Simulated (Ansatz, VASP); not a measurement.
**KBr3: VASP beside Ansatz**

```xyz
4
Lattice="7.7122 0.0000 0.0000 0.0000 7.7122 0.0000 0.0000 0.0000 11.1090" Properties=species:S:1:pos:R:3 pbc="T T T"
K     0.0000    0.0000    5.5545
Br    0.0000    0.0000    0.0000
Br    0.0000    0.0000    2.5540
Br    0.0000    0.0000    8.5550
```

Alike in both runs: functional PBE; k mesh 6 × 6 × 4; occupations gaussian, width 0.02 eV; no spin polarisation.

Ansatz relaxed the structure, and its values are those at the end. VASP's run is a single point on that final structure, the one shown.

```csv
,VASP,Ansatz
version,VASP 6.6.1,Ansatz 0.2.0
potentials or method,"VASP PAW PBE potentials, release 64 (K_sv, Br), cutoff 520 eV","scalar-relativistic, plane waves, PAW"
valence electrons in the cell,30,30
```

|  | VASP | Ansatz | Ansatz less VASP |
| --- | --- | --- | --- |
| gap on the k mesh at the Fermi level (eV) | 1.98 | 1.97 | -0.002 |
| least direct gap on the mesh (eV) | 2.00 | 2.00 | -0.002 |
| rms of the force components (eV/Å) | 0.004 | 0.001 | -0.0030 |
